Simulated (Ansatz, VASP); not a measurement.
# One calculation of LiF, two programs

```
Li F
1.0
     3.28008    0.00000    0.00000
    -1.64004    2.84063    0.00000
     0.00000    0.00000    3.99960
Li F
2 2
Cartesian
  0.0000 1.8938 0.9999
  1.6400 0.9469 2.9997
  1.6400 0.9469 0.9999
  0.0000 1.8938 2.9997
```

Alike in both runs: task single point; functional r2SCAN; k mesh 12 × 12 × 6; no spin polarisation.

|  | VASP | Ansatz |
| --- | --- | --- |
| version | VASP 6.6.1 | Ansatz 0.2.0 |
| potentials or method | VASP PAW PBE potentials, release 64 (Li_sv, F) | plane waves, PAW |
| plane-wave cutoff (eV) | 520 | 500 |
| occupations | gaussian, width 0.01 eV | fixed |
| valence electrons in the cell | 20 | 20 |

Ansatz gave:

| Item | Value |
| --- | --- |
| gap on the k mesh at the Fermi level (eV) | 8.53 |

Estimate VASP's values.

gap on the k mesh at the Fermi level (eV): 8.64.

VASP's potentials were made for PBE, not for r2SCAN.

Noted on VASP's run: the cutoff is short for stress, so the pressure is rough.
